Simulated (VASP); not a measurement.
Here is a VASP 6.6.1 calculation.

Contents of INCAR:

```
SYSTEM = TiGa7Sb8
PREC = Accurate
ENCUT = 520
EDIFF = 1E-7
ISMEAR = -1
SIGMA = 0.05
LREAL = Auto
LASPH = .True.
NELM = 150
ALGO = Normal
ISIF = 2
LWAVE = .False.
LCHARG = .True.
ISPIN = 2
MAGMOM = 0 0 0 0 0 0 0 2.2 0 0 0 0 0 0 0 0
LORBIT = 11
LMAXMIX = 4
GGA = PS
LELF = .True.
LVHAR = .True.
NBANDS = 90
NELECT = 142.0
ISYM = 0
```

File KPOINTS:

```
Automatic mesh
0
Gamma
  1 1 1
  0.25 0.25 0.25
```

The input POSCAR:

```
TiGa7Sb8
1.0
    0.0000000000      6.1133940000      6.1133940000
    6.1133940000      0.0000000000      6.1133940000
    6.1133940000      6.1133940000      0.0000000000
Ga Ti Sb
7 1 8
Direct
    0.9995560000      0.9999070000      0.0027830000
    0.0021730000      0.9939290000      0.4987460000
    0.5014600000      0.4985470000      0.0006830000
    0.9945650000      0.5042460000      0.0012470000
    0.4986840000      0.0019850000      0.5026080000
    0.4966070000      0.0009870000      0.9998870000
    0.9984090000      0.4972930000      0.5047190000
    0.4954500000      0.5030410000      0.4980050000
    0.1238870000      0.1197950000      0.1282710000
    0.6244320000      0.6254240000      0.6265810000
    0.1269870000      0.1243570000      0.6238510000
    0.6272420000      0.6231340000      0.1241190000
    0.1232510000      0.6227250000      0.1306180000
    0.6292240000      0.1224210000      0.6260590000
    0.6244120000      0.1228650000      0.1274980000
    0.1249180000      0.6298430000      0.6267330000
```

Potentials or basis: VASP PAW PBE potentials, release 64 (Ga_d, Ti_sv, Sb).

Run with:

```bash
$ cat potpaw_PBE.64/Ga_d/POTCAR potpaw_PBE.64/Ti_sv/POTCAR potpaw_PBE.64/Sb/POTCAR > POTCAR
$ mpirun -np 1 vasp_std > vasp.out
```

(1) What does it give for the net moment?

(2) Estimate the largest force.

Answers

(1) 0.00 μB per cell.

(2) 0.736 eV/Å.

Caveat: the cell carries a net charge on a neutralising background, which shifts energy and pressure; the PAW data sets were made with another functional, which shifts forces and pressure a little.
